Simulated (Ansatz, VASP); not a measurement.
Te2Mo: VASP beside Ansatz

```
Te Mo
1.0
     3.56023    0.00000    0.00000
    -1.78012    3.08325    0.00000
     0.00000    0.00000   17.52406
Te Mo
2 1
Direct
  0.33333 0.66667 0.89786
  0.33333 0.66667 0.10214
  0.00000 0.00000 0.00856
```

Change from the starting cell: all Mo atoms moved +0.150 Å, as atom 3 along Cartesian [0 0 1].

Alike in both runs: task single point; functional LDA; k mesh 12 × 12 × 2; occupations gaussian, width 0.05 eV; no spin polarisation.

```csv
,VASP,Ansatz
version,VASP 6.6.1,Ansatz 0.2.0
potentials or method,"VASP PAW LDA potentials, release 64 (Te, Mo_sv), cutoff 520 eV","scalar-relativistic, plane waves, PAW"
valence electrons in the cell,26,46
```

```tsv
	VASP	Ansatz	Ansatz less VASP
gap on the k mesh at the Fermi level (eV)	1.06	1.06	0.000
least direct gap on the mesh (eV)	1.06	1.06	0.000
rms of the force components (eV/Å)	1.273	1.261	-0.0122
```

LDA's correlation is that of Perdew and Zunger in VASP and of Perdew and Wang (1992) in Ansatz. Atom by atom the forces differ by 0.029 eV/Å (rms over components). VASP's potentials hold 26 valence electrons a cell and Ansatz's 46, so a difference there can come from the potentials and not from the codes.

Neither program's run includes spin-orbit coupling.
